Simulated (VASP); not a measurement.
# In (Pm-3m) in VASP: a series of runs

Runs on In. Level: PBEsol. Tasks: single point.

Program: VASP 6.6.1. These are calculated values, not measurements. Logs are shortened: lines on timing, memory, paths and dates and some standing lists are left out, and cuts for length are marked.

## Step 1: The cell of the first run

It takes space group Pm-3m (No. 221, cubic). The conventional cell has a = 2.468 Å, b = 2.468 Å, c = 2.468 Å, α = 90.00°, β = 90.00°, γ = 90.00°. In (site symmetry m-3m) has 6 In at 2.47 Å within 3.3 Å.

## Step 2: Single point, PBEsol (volume scaled by 0.55)

INCAR

```
PREC = Accurate ; ENCUT = 520
EDIFF = 1E-6 ; ISMEAR = -1
SIGMA = 0.05 ; LREAL = False
LASPH = True ; NELM = 60
ALGO = Normal ; ISIF = 2
LWAVE = False ; LCHARG = True
GGA = PS ; LELF = True
LVHAR = True ; NBANDS = 12
```

KPOINTS

```
Automatic mesh
0
Gamma
  14 14 14
```

POSCAR

```
In
1.0
    2.4679759460      0.0000000000      0.0000000000
    0.0000000000      2.4679759460      0.0000000000
    0.0000000000      0.0000000000      2.4679759460
In
1
Direct
    0.0000000000      0.0000000000      0.0000000000
```

Potentials or basis: VASP PAW PBE potentials, release 64 (In_d).

Command:

```sh
$ cat potpaw_PBE.64/In_d/POTCAR > POTCAR
$ mpirun -np 1 vasp_std > vasp.out
```

OUTCAR:

```text
PREC = Accurate
   ENCUT = 520
   EDIFF = 1E-6
   ISMEAR = -1
   LREAL = False
   LASPH = True
   NELM = 60
   ISIF = 2
   GGA = PS

 ion  position               nearest neighbor table
   1  0.000  0.000  0.000-

  LATTYP: Found a simple cubic cell.
 ALAT       =     2.4679759460

  Lattice vectors:

 A1 = (   2.4679759460,   0.0000000000,   0.0000000000)
 A2 = (   0.0000000000,   2.4679759460,   0.0000000000)
 A3 = (   0.0000000000,   0.0000000000,   2.4679759460)

Analysis of symmetry for initial positions (statically):
=====================================================================
 Subroutine PRICEL returns:
 Original cell was already a primitive cell.

 Routine SETGRP: Setting up the symmetry group for a
 simple cubic supercell.

 Subroutine GETGRP returns: Found 48 space group operations
 (whereof 48 operations were pure point group operations)
 out of a pool of 48 trial point group operations.

The static configuration has the point symmetry O_h .

Analysis of symmetry for dynamics (positions and initial velocities):
=====================================================================
 Subroutine PRICEL returns:
 Original cell was already a primitive cell.

 Routine SETGRP: Setting up the symmetry group for a
 simple cubic supercell.

 Subroutine GETGRP returns: Found 48 space group operations
 (whereof 48 operations were pure point group operations)
 out of a pool of 48 trial point group operations.

The dynamic configuration has the point symmetry O_h .

 Subroutine INISYM returns: Found 48 space group operations
 (whereof 48 operations are pure point group operations),
 and found     1 'primitive' translations

----------------------------------------------------------------------------------------

                                     Primitive cell

  volume of cell :      15.0322

  direct lattice vectors                    reciprocal lattice vectors
     2.467975946  0.000000000  0.000000000     0.405190335  0.000000000  0.000000000
     0.000000000  2.467975946  0.000000000     0.000000000  0.405190335  0.000000000
     0.000000000  0.000000000  2.467975946     0.000000000  0.000000000  0.405190335

  length of vectors
     2.467975946  2.467975946  2.467975946     0.405190335  0.405190335  0.405190335

  position of ions in fractional coordinates (direct lattice)
[... 75 lines left out ...]
   ENCUT  =  520.0 eV  38.22 Ry    6.18 a.u.   4.59  4.59  4.59*2*pi/ulx,y,z
   NELM   =     60;   NELMIN=  2; NELMDL= -5     # of ELM steps
   EDIFF  = 0.1E-05   stopping-criterion for ELM
   LREAL  =      F    real-space projection
   EDIFFG = 0.1E-04   stopping-criterion for IOM
   NSW    =      0    number of steps for IOM
   IBRION =     -1    ionic relax: 0-MD 1-quasi-New 2-CG
   NFREE  =      0    steps in history (QN), initial steepest desc. (CG)
   ISIF   =      2    stress and relaxation
   ISYM   =      2    0-nonsym 1-usesym 2-fastsym
   POTIM  = 0.5000    time-step for ionic-motion
   TEBEG  =    0.0;   TEEND  =   0.0 temperature during run
   PSTRESS=    0.0 pullay stress
   NELECT =      13.0000    total number of electrons
   NUPDOWN=      -1.0000    fix difference up-down
   EMIN   =  10.00;   EMAX   =-10.00  energy-range for DOS
   EFERMI =   0.00;   METHOD = LEGACY
   ISMEAR =    -1;   SIGMA  =   0.05  broadening in eV -4-tet -1-fermi 0-gaus
   EFERMI_NEDOS =   21; number of points for ismear=-14 and -15
   IALGO  =     38    algorithm
   IMIX   =      4    mixing-type and parameters
     AMIX     =   0.40;   BMIX     =  1.00
     AMIX_MAG =   1.60;   BMIX_MAG =  1.00
  volume/ion in A,a.u.               =      15.03       101.44
  Fermi-wavevector in a.u.,A,eV,Ry     =   1.559726  2.947455 33.099515  2.432746
  Thomas-Fermi vector in A             =   2.663042
   LORBIT       =      0    0 simple, 1 ext, 2 COOP (PROOUT), +10 PAW based schemes
   GGA     = PS    functional components
   LHFCALC =     F    Hartree Fock is set to
   AEXX    =    0.0000 exact exchange contribution
   IVDW    =     0    specifies the selected vdW correction
   LEPSILON=     F    determine dielectric tensor
   LRPA    =     F    only Hartree local field effects (RPA)
 non-spin polarized calculation
  energy-cutoff  :      520.00
  volume of cell :       15.03
 maximum number of plane-waves:       437
   NGX =  9   NGY =  9   NGZ =  9

 number of electron      12.9999992 magnetization

 Free energy of the ion-electron system (eV)
  ---------------------------------------------------
  ext. energy  EPLUGINS =         0.00000000
  ---------------------------------------------------
  free energy    TOTEN  =        -0.50310515 eV

  energy without entropy =       -0.49898172  energy(sigma->0) =       -0.50104343

 E-fermi :  15.6603     XC(G=0): -13.2793

 val. band max:       15.6451509477   @ k =   0.3571   0.2857   0.0000
 cond. band min:      15.7555453483   @ k =   0.3571   0.3571   0.0714
 fundamental gap:      0.1103944006
 Fermi energy:        15.6602757108

 k-point     1 :       0.0000    0.0000    0.0000
  band No.  band energies     occupation
      1      -2.1598      2.00000
      2      -2.1598      2.00000
      3       0.9121      2.00000
      4       0.9121      2.00000
      5       0.9121      2.00000
      6       1.1696      2.00000
      7      26.0935      0.00000
      8      26.0935      0.00000
      9      26.0935      0.00000
     10      31.4225      0.00000
     11      31.4225      0.00000
     12      33.7898      0.00000
[... 331 lines left out ...]
 k-point    24 :       0.3571    0.2143    0.0000
  band No.  band energies     occupation
      1      -1.5651      2.00000
      2      -0.5738      2.00000
      3      -0.2540      2.00000
      4       0.2000      2.00000
      5       0.6261      2.00000
      6       6.5013      2.00000
      7      15.0376      1.99999
      8      22.8836      0.00000
      9      29.3144      0.00000
     10      31.9770      0.00000
     11      32.1366      0.00000
     12      37.4925      0.00000

 [... further k-points ...]
[... 5 lines left out ...]
  --------------------------------------------------------------------------------------
  -------------------------------------------------------------------------------------
  Total       10.6852145     10.6852145     10.6852145      0.0000000      0.0000000      0.0000000
  in kB     1138.8618916   1138.8618916   1138.8618916      0.0000000      0.0000000      0.0000000
  external PRESSURE =    1138.8618916 kB  Pullay stress =       0.0000000 kB

 VOLUME and BASIS-vectors are now :
 -----------------------------------------------------------------------------
  energy-cutoff  :      520.00
  volume of cell :       15.03
      direct lattice vectors                 reciprocal lattice vectors
     2.467975946  0.000000000  0.000000000     0.405190335  0.000000000  0.000000000
     0.000000000  2.467975946  0.000000000     0.000000000  0.405190335  0.000000000
     0.000000000  0.000000000  2.467975946     0.000000000  0.000000000  0.405190335

 POSITION                                       TOTAL-FORCE (eV/Angst)
 -----------------------------------------------------------------------------------
      0.00000      0.00000      0.00000         0.000000      0.000000      0.000000
 -----------------------------------------------------------------------------------
    total drift:                               -0.000000      0.000000      0.000000

  FREE ENERGIE OF THE ION-ELECTRON SYSTEM (eV)
  ---------------------------------------------------
  free  energy   TOTEN  =        -0.5031051461 eV

  energy  without entropy=       -0.4989817156  energy(sigma->0) =       -0.50104343
```

stdout:

```text
POSCAR found type information on POSCAR In
 POSCAR found :  1 types and       1 ions
 scaLAPACK will be used
 -----------------------------------------------------------------------------
|                                                                             |
|                                                                             |
|     You enforced a specific xc type in the INCAR file but a different       |
|     I HOPE YOU KNOW WHAT YOU ARE DOING!                                     |
|                                                                             |
 -----------------------------------------------------------------------------

 LDA part: xc-table for (Slater+PW92), standard interpolation
 POSCAR, INCAR and KPOINTS ok, starting setup
 FFT: planning ... GRIDC
 FFT: planning ... GRID_SOFT
 FFT: planning ... GRID
 WAVECAR not read
 entering main loop
```

Run time: 13 s. Hardware: 1 thread of Intel Xeon Platinum 8259CL at 2.50GHz (Skylake/Cascade Lake), shared host; peak memory 0.13 GiB.

What came out:

```yaml
Free_energy: -0.5031 eV
Pressure: 113.9 GPa
```

Levels at points of the mesh, in eV from the Fermi level:
| k point | band 5 | band 6 | band 7 | band 8 | band 9 | band 10 |
| --- | --- | --- | --- | --- | --- | --- |
| (0.00, 0.00, 0.00) | -14.75 | -14.49 | 10.43 | 10.43 | 10.43 | 15.76 |
| (0.50, 0.00, 0.00) | -14.66 | -7.11 | -5.95 | 13.78 | 16.08 | 16.54 |
| (0.50, 0.50, 0.00) | -13.95 | -1.98 | -1.98 | 1.89 | 4.40 | 18.61 |
| (0.50, 0.50, 0.50) | -13.89 | 3.45 | 3.45 | 3.45 | 6.37 | 9.91 |

Caveat: the PAW data sets were made with another functional, which shifts forces and pressure a little; spin-orbit coupling is left out, which moves the levels of the heavy elements.

## Step 3: Single point, PBEsol (volume scaled by 0.65)

INCAR

```
SYSTEM = In
PREC     = Accurate       ! precision mode
ENCUT    = 520            ! plane-wave cutoff, eV
EDIFF    = 1E-6           ! SCF threshold, eV
ISMEAR   = -1             ! smearing method
SIGMA    = 0.05           ! smearing width, eV
LREAL    = .FALSE.        ! projectors in reciprocal space
LASPH    = .TRUE.         ! aspherical terms in the spheres
NELM     = 80             ! most SCF steps
ALGO     = Normal         ! electronic algorithm
ISIF     = 2              ! what is computed and relaxed
LWAVE    = .FALSE.        ! write WAVECAR
LCHARG   = .TRUE.         ! write CHGCAR
GGA      = PS             ! functional
LELF     = .TRUE.         ! ELF
LVHAR    = .TRUE.       
NBANDS   = 12             ! bands
```

KPOINTS

```
Automatic mesh
0
G
  14 14 14
  0 0 0
```

POSCAR

```
In
1.0
    2.6093027878      0.0000000000      0.0000000000
    0.0000000000      2.6093027878      0.0000000000
    0.0000000000      0.0000000000      2.6093027878
In
1
Direct
    0.0000000000      0.0000000000      0.0000000000
```

Potentials or basis: VASP PAW PBE potentials, release 64 (In_d).

Command:

```sh
$ cat potpaw_PBE.64/In_d/POTCAR > POTCAR
$ mpirun -np 1 vasp_std > vasp.out
```

Run time: 15 s. Hardware: 1 thread of Intel Xeon Platinum 8259CL at 2.50GHz (Skylake/Cascade Lake), shared host; peak memory 0.14 GiB.

Results (log left out):

* Free energy: -1.8646 eV
* Pressure: 53.1 GPa

Levels at points of the mesh, in eV from the Fermi level:
```tsv
k point	band 2	band 3	band 4	band 5	band 6	band 7	band 8	band 9	band 10	band 11
(0.00, 0.00, 0.00)	-16.60	-14.43	-14.43	-14.43	-12.69	9.68	9.68	9.68	14.17	14.17
(0.50, 0.00, 0.00)	-15.46	-15.07	-15.07	-14.38	-5.89	-5.88	13.79	14.90	14.90	15.36
(0.50, 0.50, 0.00)	-15.88	-14.97	-14.97	-13.86	-1.50	-1.50	0.69	4.23	17.94	17.94
(0.50, 0.50, 0.50)	-15.96	-15.96	-13.82	-13.82	3.03	3.03	3.03	6.99	9.06	9.06
```

Caveat: the PAW data sets were made with another functional, which shifts forces and pressure a little; spin-orbit coupling is left out, which moves the levels of the heavy elements.

## Step 4: Single point, PBEsol (volume scaled by 0.65)

INCAR

```
  PREC = Accurate
  ENCUT = 520
  EDIFF = 1E-6
  ISMEAR = -1
  SIGMA = 0.05
  LREAL = False
  LASPH = True
  NELM = 80
  ALGO = Normal
  ISIF = 2
  LWAVE = False
  LCHARG = False
  GGA = PS
  NBANDS = 12
```

KPOINTS

```
regular mesh
0
Gamma
  14 14 14
```

POSCAR is that of step 3.

Potentials or basis: VASP PAW PBE potentials, release 64 (In_d).

Command:

```sh
$ cat potpaw_PBE.64/In_d/POTCAR > POTCAR
$ mpirun -np 1 vasp_std > vasp.out
```

OUTCAR:

```text
PREC = Accurate
   ENCUT = 520
   EDIFF = 1E-6
   ISMEAR = -1
   LREAL = False
   LASPH = True
   NELM = 80
   ISIF = 2
   GGA = PS

 ion  position               nearest neighbor table
   1  0.000  0.000  0.000-

  LATTYP: Found a simple cubic cell.
 ALAT       =     2.6093027878

  Lattice vectors:

 A1 = (   2.6093027878,   0.0000000000,   0.0000000000)
 A2 = (   0.0000000000,   2.6093027878,   0.0000000000)
 A3 = (   0.0000000000,   0.0000000000,   2.6093027878)

Analysis of symmetry for initial positions (statically):
=====================================================================
 Subroutine PRICEL returns:
 Original cell was already a primitive cell.

 Routine SETGRP: Setting up the symmetry group for a
 simple cubic supercell.

 Subroutine GETGRP returns: Found 48 space group operations
 (whereof 48 operations were pure point group operations)
 out of a pool of 48 trial point group operations.

The static configuration has the point symmetry O_h .

Analysis of symmetry for dynamics (positions and initial velocities):
[... 158 lines left out ...]

 val. band max:       12.5128309488   @ k =   0.3571   0.2857   0.0000
 cond. band min:      12.5477692151   @ k =   0.3571   0.3571   0.0000
 fundamental gap:      0.0349382663
 Fermi energy:        12.5138976728

 k-point     1 :       0.0000    0.0000    0.0000
  band No.  band energies     occupation
      1      -4.0857      2.00000
      2      -4.0857      2.00000
      3      -1.9192      2.00000
      4      -1.9192      2.00000
      5      -1.9192      2.00000
      6      -0.1798      2.00000
      7      22.1938      0.00000
      8      22.1938      0.00000
      9      22.1938      0.00000
     10      26.6831      0.00000
     11      26.6831      0.00000
     12      28.8261      0.00000
[... 331 lines left out ...]
 k-point    24 :       0.3571    0.2143    0.0000
  band No.  band energies     occupation
      1      -3.6530      2.00000
      2      -2.8968      2.00000
      3      -2.6763      2.00000
      4      -2.4063      2.00000
      5      -2.1146      2.00000
      6       4.3694      2.00000
      7      11.9052      1.99999
      8      18.9815      0.00000
      9      25.1330      0.00000
     10      27.3296      0.00000
     11      27.9027      0.00000
     12      32.8564      0.00000

 [... further k-points ...]
[... 5 lines left out ...]
  --------------------------------------------------------------------------------------
  -------------------------------------------------------------------------------------
  Total        5.8876745      5.8876745      5.8876745     -0.0000000     -0.0000000      0.0000000
  in kB      530.9833963    530.9833963    530.9833963     -0.0000000     -0.0000000      0.0000000
  external PRESSURE =     530.9833963 kB  Pullay stress =       0.0000000 kB

 VOLUME and BASIS-vectors are now :
 -----------------------------------------------------------------------------
  energy-cutoff  :      520.00
  volume of cell :       17.77
      direct lattice vectors                 reciprocal lattice vectors
     2.609302788  0.000000000  0.000000000     0.383244139  0.000000000  0.000000000
     0.000000000  2.609302788  0.000000000     0.000000000  0.383244139  0.000000000
     0.000000000  0.000000000  2.609302788     0.000000000  0.000000000  0.383244139

 POSITION                                       TOTAL-FORCE (eV/Angst)
 -----------------------------------------------------------------------------------
      0.00000      0.00000      0.00000         0.000000      0.000000      0.000000
 -----------------------------------------------------------------------------------
    total drift:                               -0.000000      0.000000      0.000000

  FREE ENERGIE OF THE ION-ELECTRON SYSTEM (eV)
  ---------------------------------------------------
  free  energy   TOTEN  =        -1.8645836107 eV

  energy  without entropy=       -1.8609638045  energy(sigma->0) =       -1.86277371
```

Wall time 13 s (1 thread of Intel Xeon Platinum 8259CL at 2.50GHz (Skylake/Cascade Lake), shared host); peak memory 0.14 GiB.

What came out:

```yaml
Free_energy: -1.8646 eV
Pressure: 53.1 GPa
```

Caveat: the PAW data sets were made with another functional, which shifts forces and pressure a little; spin-orbit coupling is left out, which moves the levels of the heavy elements.

## Step 5: Single point, PBEsol (volume scaled by 0.75)

INCAR

```
PREC = Accurate
ENCUT = 520
EDIFF = 1E-6
ISMEAR = -1
SIGMA = 0.05
LREAL = F
LASPH = T
NELM = 80
ALGO = Normal
ISIF = 2
LWAVE = F
LCHARG = F
GGA = PS
NBANDS = 12
```

KPOINTS is that of step 4.

POSCAR

```
In
1.0
    2.7367835275      0.0000000000      0.0000000000
    0.0000000000      2.7367835275      0.0000000000
    0.0000000000      0.0000000000      2.7367835275
In
1
Direct
    0.0000000000      0.0000000000      0.0000000000
```

Command:

```sh
$ cat potpaw_PBE.64/In_d/POTCAR > POTCAR
$ mpirun -np 1 vasp_std > vasp.out
```

It took 14 s on 1 thread of Intel Xeon Platinum 8259CL at 2.50GHz (Skylake/Cascade Lake), shared host; peak memory 0.14 GiB.

Results (log left out):

```yaml
Free_energy: -2.4982 eV
Pressure: 24.4 GPa
```

Levels at points of the mesh, in eV from the Fermi level:
| k point | band 2 | band 3 | band 4 | band 5 | band 6 | band 7 | band 8 | band 9 | band 10 | band 11 |
| --- | --- | --- | --- | --- | --- | --- | --- | --- | --- | --- |
| (0.00, 0.00, 0.00) | -15.85 | -14.27 | -14.27 | -14.27 | -11.39 | 8.96 | 8.96 | 8.96 | 12.92 | 12.92 |
| (0.50, 0.00, 0.00) | -14.94 | -14.73 | -14.73 | -14.23 | -5.78 | -4.99 | 13.46 | 13.46 | 13.59 | 14.62 |
| (0.50, 0.50, 0.00) | -15.30 | -14.66 | -14.66 | -13.85 | -1.17 | -1.17 | -0.16 | 4.11 | 17.21 | 17.21 |
| (0.50, 0.50, 0.50) | -15.35 | -15.35 | -13.82 | -13.82 | 2.71 | 2.71 | 2.71 | 6.92 | 7.28 | 8.41 |

Caveat: the PAW data sets were made with another functional, which shifts forces and pressure a little; spin-orbit coupling is left out, which moves the levels of the heavy elements.

## Step 6: Summary

```tsv
cell	gap on the mesh (eV)	pressure (GPa)
a = 2.468 Å, 1 atom	none	113.9
a = 2.609 Å, 1 atom	none	53.1
a = 2.737 Å, 1 atom	none	24.4
```

Alike in all rows: task single point; level PBEsol; potentials or basis VASP PAW PBE potentials, release 64 (In_d); no spin polarisation; k mesh 14 × 14 × 14; cutoff (eV) 520; smearing fermi-dirac 0.05 eV.

Caveats: the PAW data sets were made with another functional, which shifts forces and pressure a little; spin-orbit coupling is left out, which moves the levels of the heavy elements.

Total energies depend on the potentials used, so only differences within one code and one set of settings carry meaning.
